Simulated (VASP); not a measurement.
Write the native input for VASP 6.6.1 that does the following.

```
Task                   : single point
Functional             : r2SCAN
Potentials or basis    : VASP PAW PBE potentials, release 64 (Hf_pv, O)
Cutoff                 : 520 eV
k mesh                 : 6 × 6 × 6
Occupations            : gaussian, width 0.02 eV
Spin                   : no spin polarisation
Dipole correction      : no
Further INCAR settings : ALGO = Normal; EDIFF = 1e-07; NBANDS = 31
```

Crystal: HfO2.

```
CELL_PARAMETERS angstrom
3.63048 0.00000 0.00000
0.00000 3.63048 0.00000
0.00000 0.00000 5.17098
ATOMIC_POSITIONS crystal
Hf 0.50000 0.50000 0.50000
Hf 0.00000 0.00000 0.00000
O 0.00000 0.50000 0.69420
O 0.50000 0.00000 0.80580
O 0.50000 0.00000 0.30580
O 0.00000 0.50000 0.19420
```

This cell differs from its parent crystal: biaxial strain in the a-b plane: +1.5 %, then relaxed in part.

These files were run (other wordings do the same):

POSCAR

```
HfO2
1.0
    3.6304766963      0.0000000000      0.0000000000
    0.0000000000      3.6304766963      0.0000000000
    0.0000000000      0.0000000000      5.1709835464
Hf O
2 4
Direct
    0.5000000000      0.5000000000      0.5000000000
    0.0000000000      0.0000000000      0.0000000000
    0.0000000000      0.5000000000      0.6942014768
    0.5000000000      0.0000000000      0.8057985232
    0.5000000000      0.0000000000      0.3057985232
    0.0000000000      0.5000000000      0.1942014768
```

INCAR.step1

```
ALGO     = Normal         # electronic algorithm
EDIFF    = 1E-4           # SCF threshold, eV
ENCUT    = 520            # plane-wave cutoff, eV
GGA      = PE             # functional
ISMEAR   = 0              # smearing method
LASPH    = True           # aspherical terms in the spheres
LCHARG   = False          # write CHGCAR
LREAL    = False          # projectors in reciprocal space
LWAVE    = True           # write WAVECAR
NBANDS   = 31             # bands
NELM     = 60             # most SCF steps
PREC     = Accurate       # precision mode
SIGMA    = 0.02           # smearing width, eV
```

INCAR.step2

```
ALGO     = Normal         # electronic algorithm
EDIFF    = 1E-7           # SCF threshold, eV
ENCUT    = 520            # plane-wave cutoff, eV
ISIF     = 2              # what is computed and relaxed
ISMEAR   = 0              # smearing method
ISTART   = 1            
LASPH    = True           # aspherical terms in the spheres
LCHARG   = True           # write CHGCAR
LELF     = True           # ELF
LMIXTAU  = True         
LREAL    = False          # projectors in reciprocal space
LVHAR    = True         
LWAVE    = False          # write WAVECAR
METAGGA  = R2SCAN         # meta-GGA
NBANDS   = 31             # bands
NELM     = 60             # most SCF steps
PREC     = Accurate       # precision mode
SIGMA    = 0.02           # smearing width, eV
```

KPOINTS

```
k-points
0
Gamma
  6 6 6
```

Potentials or basis: VASP PAW PBE potentials, release 64 (Hf_pv, O).

Command:

```console
$ cat potpaw_PBE.64/Hf_pv/POTCAR potpaw_PBE.64/O/POTCAR > POTCAR
$ cp INCAR.step1 INCAR
$ mpirun -np 1 vasp_std > vasp.out
$ cp INCAR.step2 INCAR
$ mpirun -np 1 vasp_std > vasp.out
```

It gave:

| Item | Value |
| --- | --- |
| Pressure | -9.2 GPa |
| Largest force | 0.065 eV/Å |
| Band gap on the k mesh | 4.96 eV, indirect (least direct gap 5.04 eV) |

Caveat: the cell differs from its parent crystal (biaxial strain in the a-b plane: +1.5 %, then relaxed in part); the PAW data sets were made with another functional, which shifts forces and pressure a little; spin-orbit coupling is left out, which moves the levels of the heavy elements.

It took 3.7 min on 1 thread of Intel(R) Xeon(R) Platinum 8559C (Emerald Rapids), on a shared host, peak memory 0.22 GiB.
